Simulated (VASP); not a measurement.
# SnTe (zincblende type) (F-43m) in VASP: further runs

Runs on SnTe (zincblende type). Level: PBE. Tasks: single point, relaxation of cell and atoms.

Everything below comes from runs of VASP 6.6.1. Logs are shortened: lines on timing, memory, paths and dates and some standing lists are left out, and cuts for length are marked.

## Step 1: The cell of the first run

It takes space group F-43m (No. 216, cubic). The conventional cell has a = 7.215 Å, b = 7.215 Å, c = 7.215 Å, α = 90.00°, β = 90.00°, γ = 90.00°. Within 4.1 Å of Sn (site symmetry -43m) lie 4 Te at 3.12 Å. Te (site symmetry -43m) has 4 Sn at 3.12 Å within 4.1 Å.

## Step 2: Single point, PBE

INCAR reads:

```
PREC = Accurate
ENCUT = 520
EDIFF = 1E-6
ISMEAR = -1
SIGMA = 0.05
LREAL = F
LASPH = T
NELM = 60
ALGO = Normal
ISIF = 2
LWAVE = F
LCHARG = F
GGA = PE
NBANDS = 17
```

KPOINTS reads:

```
Automatic mesh
0
Gamma
  11 11 11
```

POSCAR reads:

```
SnTe
1.0
    0.0000000000      3.6074779060      3.6074779060
    3.6074779060      0.0000000000      3.6074779060
    3.6074779060      3.6074779060      0.0000000000
Sn Te
1 1
Direct
    0.0000000000      0.0000000000      0.0000000000
    0.2500000000      0.2500000000      0.2500000000
```

Potentials or basis: VASP PAW PBE potentials, release 64 (Sn_d, Te).

The run is started by

```sh
$ cat potpaw_PBE.64/Sn_d/POTCAR potpaw_PBE.64/Te/POTCAR > POTCAR
$ mpirun -np 1 vasp_std > vasp.out
```

OUTCAR:

```text
PREC = Accurate
   ENCUT = 520
   EDIFF = 1E-6
   ISMEAR = -1
   LREAL = F
   LASPH = T
   NELM = 60
   ISIF = 2
   GGA = PE

 ion  position               nearest neighbor table
   1  0.000  0.000  0.000-   2 3.12   2 3.12   2 3.12   2 3.12
   2  0.250  0.250  0.250-   1 3.12   1 3.12   1 3.12   1 3.12

  LATTYP: Found a face centered cubic cell.
 ALAT       =     7.2149558120

  Lattice vectors:

 A1 = (   0.0000000000,   3.6074779060,   3.6074779060)
 A2 = (   3.6074779060,   0.0000000000,   3.6074779060)
 A3 = (   3.6074779060,   3.6074779060,   0.0000000000)

Analysis of symmetry for initial positions (statically):
=====================================================================
 Subroutine PRICEL returns:
 Original cell was already a primitive cell.

 Routine SETGRP: Setting up the symmetry group for a
 face centered cubic supercell.

 Subroutine GETGRP returns: Found 24 space group operations
 (whereof 24 operations were pure point group operations)
 out of a pool of 48 trial point group operations.

The static configuration has the point symmetry T_d .

Analysis of symmetry for dynamics (positions and initial velocities):
=====================================================================
 Subroutine PRICEL returns:
 Original cell was already a primitive cell.

 Routine SETGRP: Setting up the symmetry group for a
 face centered cubic supercell.

 Subroutine GETGRP returns: Found 24 space group operations
 (whereof 24 operations were pure point group operations)
 out of a pool of 48 trial point group operations.

The dynamic configuration has the point symmetry T_d .

 Subroutine INISYM returns: Found 24 space group operations
 (whereof 24 operations are pure point group operations),
 and found     1 'primitive' translations

----------------------------------------------------------------------------------------

                                     Primitive cell

  volume of cell :      93.8947

  direct lattice vectors                    reciprocal lattice vectors
     0.000000000  3.607477906  3.607477906    -0.138600987  0.138600987  0.138600987
     3.607477906  0.000000000  3.607477906     0.138600987 -0.138600987  0.138600987
[... 73 lines left out ...]
   NGX,Y,Z   is equivalent  to a cutoff of  13.03, 13.03, 13.03 a.u.
   NGXF,Y,Z  is equivalent  to a cutoff of  26.07, 26.07, 26.07 a.u.
 SYSTEM =  unknown system
   PREC   = accura    normal or accurate (medium, high low for compatibility)
   ISTART =      0    job   : 0-new  1-cont  2-samecut
   ICHARG =      2    charge: 1-file 2-atom 10-const
   ISPIN  =      1    spin polarized calculation?
   LNONCOLLINEAR =      F non collinear calculations
   LSORBIT =      F    spin-orbit coupling
   LASPH  =      T    aspherical Exc in radial PAW
   ENCUT  =  520.0 eV  38.22 Ry    6.18 a.u.   9.49  9.49  9.49*2*pi/ulx,y,z
   NELM   =     60;   NELMIN=  2; NELMDL= -5     # of ELM steps
   EDIFF  = 0.1E-05   stopping-criterion for ELM
   LREAL  =      F    real-space projection
   EDIFFG = 0.1E-04   stopping-criterion for IOM
   NSW    =      0    number of steps for IOM
   IBRION =     -1    ionic relax: 0-MD 1-quasi-New 2-CG
   NFREE  =      0    steps in history (QN), initial steepest desc. (CG)
   ISIF   =      2    stress and relaxation
   ISYM   =      2    0-nonsym 1-usesym 2-fastsym
   POTIM  = 0.5000    time-step for ionic-motion
   TEBEG  =    0.0;   TEEND  =   0.0 temperature during run
   PSTRESS=    0.0 pullay stress
   NELECT =      20.0000    total number of electrons
   NUPDOWN=      -1.0000    fix difference up-down
   EMIN   =  10.00;   EMAX   =-10.00  energy-range for DOS
   EFERMI =   0.00;   METHOD = LEGACY
   ISMEAR =    -1;   SIGMA  =   0.05  broadening in eV -4-tet -1-fermi 0-gaus
   EFERMI_NEDOS =   21; number of points for ismear=-14 and -15
   IALGO  =     38    algorithm
   IMIX   =      4    mixing-type and parameters
     AMIX     =   0.40;   BMIX     =  1.00
     AMIX_MAG =   1.60;   BMIX_MAG =  1.00
  volume/ion in A,a.u.               =      46.95       316.82
  Fermi-wavevector in a.u.,A,eV,Ry     =   0.977697  1.847580 13.005704  0.955892
  Thomas-Fermi vector in A             =   2.108415
   LORBIT       =      0    0 simple, 1 ext, 2 COOP (PROOUT), +10 PAW based schemes
   GGA     = PE    functional components
   LHFCALC =     F    Hartree Fock is set to
   AEXX    =    0.0000 exact exchange contribution
   IVDW    =     0    specifies the selected vdW correction
   LEPSILON=     F    determine dielectric tensor
   LRPA    =     F    only Hartree local field effects (RPA)
 non-spin polarized calculation
  energy-cutoff  :      520.00
  volume of cell :       93.89
 maximum number of plane-waves:      2565
 NGX is ok and might be reduce to    40
   NGX = 19   NGY = 19   NGZ = 19

 number of electron      20.0000001 magnetization

 Free energy of the ion-electron system (eV)
  ---------------------------------------------------
  ext. energy  EPLUGINS =         0.00000000
  ---------------------------------------------------
  free energy    TOTEN  =        -7.06522775 eV

  energy without entropy =       -7.06386428  energy(sigma->0) =       -7.06454602

 E-fermi :   3.2695     XC(G=0):  -7.4573

 val. band max:        3.1467829690   @ k =  -0.2727   0.4545   0.1818
 cond. band min:       3.3318382662   @ k =   0.4545   0.4545   0.0000
 fundamental gap:      0.1850552972
 Fermi energy:         3.2695373310

 k-point     1 :       0.0000    0.0000    0.0000
  band No.  band energies     occupation
      1     -18.6022      2.00000
      2     -18.6022      2.00000
      3     -18.6022      2.00000
      4     -18.5934      2.00000
      5     -18.5934      2.00000
      6      -8.3374      2.00000
[... 457 lines left out ...]
      4     -18.5935      2.00000
      5     -18.5932      2.00000
      6      -8.0062      2.00000
[... 9 lines left out ...]
     16       9.3703      0.00000
     17      11.3692      0.00000

 [... further k-points ...]
[... 5 lines left out ...]
  --------------------------------------------------------------------------------------
  -------------------------------------------------------------------------------------
  Total        0.0012979      0.0012979      0.0012979     -0.0000000     -0.0000000     -0.0000000
  in kB        0.0221473      0.0221473      0.0221473     -0.0000000     -0.0000000     -0.0000000
  external PRESSURE =       0.0221473 kB  Pullay stress =       0.0000000 kB

 VOLUME and BASIS-vectors are now :
 -----------------------------------------------------------------------------
  energy-cutoff  :      520.00
  volume of cell :       93.89
      direct lattice vectors                 reciprocal lattice vectors
     0.000000000  3.607477906  3.607477906    -0.138600987  0.138600987  0.138600987
     3.607477906  0.000000000  3.607477906     0.138600987 -0.138600987  0.138600987
     3.607477906  3.607477906  0.000000000     0.138600987  0.138600987 -0.138600987

 POSITION                                       TOTAL-FORCE (eV/Angst)
 -----------------------------------------------------------------------------------
      0.00000      0.00000      0.00000        -0.000000     -0.000000      0.000000
      1.80374      1.80374      1.80374         0.000000      0.000000     -0.000000
 -----------------------------------------------------------------------------------
    total drift:                               -0.000000     -0.000000     -0.000000

  FREE ENERGIE OF THE ION-ELECTRON SYSTEM (eV)
  ---------------------------------------------------
  free  energy   TOTEN  =        -7.0652277532 eV

  energy  without entropy=       -7.0638642791  energy(sigma->0) =       -7.06454602
```

stdout:

```text
POSCAR found type information on POSCAR SnTe
 POSCAR found :  2 types and       2 ions
 scaLAPACK will be used
 LDA part: xc-table for (Slater+PW92), standard interpolation
 POSCAR, INCAR and KPOINTS ok, starting setup
 FFT: planning ... GRIDC
 FFT: planning ... GRID_SOFT
 FFT: planning ... GRID
 WAVECAR not read
 entering main loop
```

Wall time 85 s (1 thread of Intel Xeon Platinum 8488C (Sapphire Rapids), shared host); peak memory 0.29 GiB.

Results:

```
Free energy            : -7.0652 eV
Pressure               : 0.0 GPa
Band gap on the k mesh : 0.18 eV, indirect (least direct gap 0.81 eV)
```

Levels at points of the mesh, in eV from the valence-band top:
| k point | band 8 | band 9 | band 10 | band 11 | band 12 | band 13 |
| --- | --- | --- | --- | --- | --- | --- |
| (0.00, 0.00, 0.00) | -1.88 | -1.88 | -1.88 | 1.06 | 1.06 | 1.06 |

Caveat: spin-orbit coupling is left out, which moves the levels of the heavy elements. A k mesh can miss the band edges.

## Step 3: Relaxation of cell and atoms, PBE, target pressure 0.015 GPa, at which the enthalpy is minimised

INCAR reads:

```
SYSTEM = SnTe
PREC     = Accurate       ! precision mode
ENCUT    = 600            ! plane-wave cutoff, eV
EDIFF    = 1E-6           ! SCF threshold, eV
ISMEAR   = -1             ! smearing method
SIGMA    = 0.05           ! smearing width, eV
LREAL    = .False.        ! projectors in reciprocal space
LASPH    = .True.         ! aspherical terms in the spheres
NELM     = 100            ! most SCF steps
ALGO     = Normal         ! electronic algorithm
ISIF     = 3              ! what is computed and relaxed
LWAVE    = .False.        ! write WAVECAR
LCHARG   = .False.        ! write CHGCAR
GGA      = PE             ! functional
IBRION   = 2              ! ionic algorithm
NSW      = 32             ! ionic steps
EDIFFG   = -0.005         ! ionic threshold
PSTRESS  = 0.15
```

KPOINTS reads:

```
Automatic mesh
0
Gamma
  11 11 11
  0 0 0
```

POSCAR is that of step 2.

Potentials or basis: VASP PAW PBE potentials, release 64 (Sn_d, Te).

The run is started by

```sh
$ cat potpaw_PBE.64/Sn_d/POTCAR potpaw_PBE.64/Te/POTCAR > POTCAR
$ mpirun -np 1 vasp_std > vasp.out
```

Wall time 3.5 min (1 thread of AMD EPYC 7R13, shared host); peak memory 0.28 GiB.

It converged, with:

| Quantity | Value |
| --- | --- |
| Free energy | -7.0653 eV |
| Pressure after relaxing | 0.0 GPa |
| Band gap on the k mesh | 0.19 eV, indirect (least direct gap 0.81 eV) |

Final structure:
```xyz
2
Lattice="0.0000 3.6075 3.6075 3.6075 0.0000 3.6075 3.6075 3.6075 0.0000" Properties=species:S:1:pos:R:3 pbc="T T T"
Sn    0.0000    0.0000    0.0000
Te    1.8037    1.8037    1.8037
```

Levels at points of the mesh, in eV from the valence-band top:
```tsv
k point	band 7	band 8	band 9	band 10	band 11	band 12	band 13	band 14
(0.00, 0.00, 0.00)	-5.12	-1.88	-1.88	-1.88	1.06	1.06	1.06	4.18
```

Caveat: the relaxation stopped at its first step, so nothing moved; the cell is relaxed towards a set pressure, so the enthalpy falls and the energy may rise; spin-orbit coupling is left out, which moves the levels of the heavy elements. A k mesh can miss the band edges.
